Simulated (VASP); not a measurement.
Here is a VASP 6.6.1 calculation.

INCAR

```
PREC = Accurate ; ENCUT = 520
EDIFF = 1E-6 ; ISMEAR = 0
SIGMA = 0.02 ; LREAL = Auto
LASPH = T ; NELM = 80
ALGO = Normal ; ISIF = 2
LWAVE = F ; LCHARG = F
GGA = PE ; NBANDS = 68
```

The input KPOINTS:

```
Automatic mesh
0
Gamma
  3 3 1
```

POSCAR

```
H3C5
1.0
    5.0487420000      0.0000000000      0.0000000000
    0.0000000000      5.0487420000      0.0000000000
    0.0000000000      0.0000000000     17.1355610000
H C
12 20
Direct
    0.4277867635      0.0000000000      0.0583581711
    0.0722132365      0.0000000000      0.0583581711
    0.9277867635      0.0000000000      0.0583581711
    0.5722132365      0.0000000000      0.0583581711
    0.4277867635      0.5000000000      0.0583581711
    0.0722132365      0.5000000000      0.0583581711
    0.9277867635      0.5000000000      0.0583581711
    0.5722132365      0.5000000000      0.0583581711
    0.7474618430      0.4770639894      0.3630570368
    0.2502962124      0.4972438679      0.3602799465
    0.7498204503      0.7882557675      0.3244323895
    0.7506705631      1.1148175130      0.3544618119
    0.2500000990      0.0000000000      0.0953981022
    0.7500000990      0.0000000000      0.0953981022
    0.2500000990      0.5000000000      0.0953981022
    0.7500000990      0.5000000000      0.0953981022
    0.2500000990      0.2500000990      0.1474827699
    0.7500000990      0.2500000990      0.1474827699
    0.2500000990      0.7500000990      0.1474827699
    0.7500000990      0.7500000990      0.1474827699
   -0.0049364772      0.2515854445      0.1975835515
    0.5048217952      0.2517108222      0.1975448017
    0.0059093929      0.7533221147      0.2012862608
    0.4939081854      0.7532892352      0.2012894705
    0.0028854713      0.0095819909      0.2528297731
    0.4972373316      0.0097941230      0.2528325743
    0.0000342660      0.4933937999      0.2539420799
    0.4998060903      0.4936588164      0.2538086731
    0.2501124042      0.0925511741      0.2976238128
    0.7501133946      0.0013629138      0.3002076792
    0.2500407032      0.4138454688      0.3010916888
    0.7500939838      0.5040453642      0.3000707126
```

Potentials or basis: VASP PAW PBE potentials, release 64 (H, C).

Launch:

```bash
$ cat potpaw_PBE.64/H/POTCAR potpaw_PBE.64/C/POTCAR > POTCAR
$ mpirun -np 1 vasp_std > vasp.out
```

**Question.** Predict the largest force.

**Answer.** 8.847 eV/Å.

**Question.** Estimate the band gap on the k mesh.

**Answer.** 0.24 eV (least direct gap 0.47 eV).

Forces in eV/Å, atoms in the order of the input:
```
H   -8.833  0.001  0.036
H    8.834  0.001  0.036
H   -8.824 -0.026  0.045
H    8.824 -0.026  0.045
H   -8.847  0.016  0.046
H    8.847  0.017  0.046
H   -8.831  0.042  0.049
H    8.831  0.041  0.050
H    0.053 -0.264  0.008
H   -0.003  0.009  0.018
H    0.006 -0.252  0.008
H   -0.010 -0.149 -0.037
C   -0.003  0.039  0.952
C    0.001 -0.092  0.941
C   -0.001 -0.030  0.949
C    0.004  0.131  0.948
C   -0.009  0.225 -1.584
C   -0.005  0.110 -2.251
C   -0.011  0.076 -0.587
C   -0.008  0.170  0.135
C    0.018 -0.002 -0.002
C    0.001 -0.004  0.003
C    0.002 -0.066  0.027
C    0.025 -0.038  0.017
C   -0.011  0.013 -0.001
C    0.008  0.000 -0.004
C    0.043  0.063 -0.048
C    0.006  0.040 -0.027
C   -0.009 -0.004  0.050
C   -0.002  0.013  0.020
C    0.006 -0.019  0.001
C   -0.101 -0.034  0.110
```
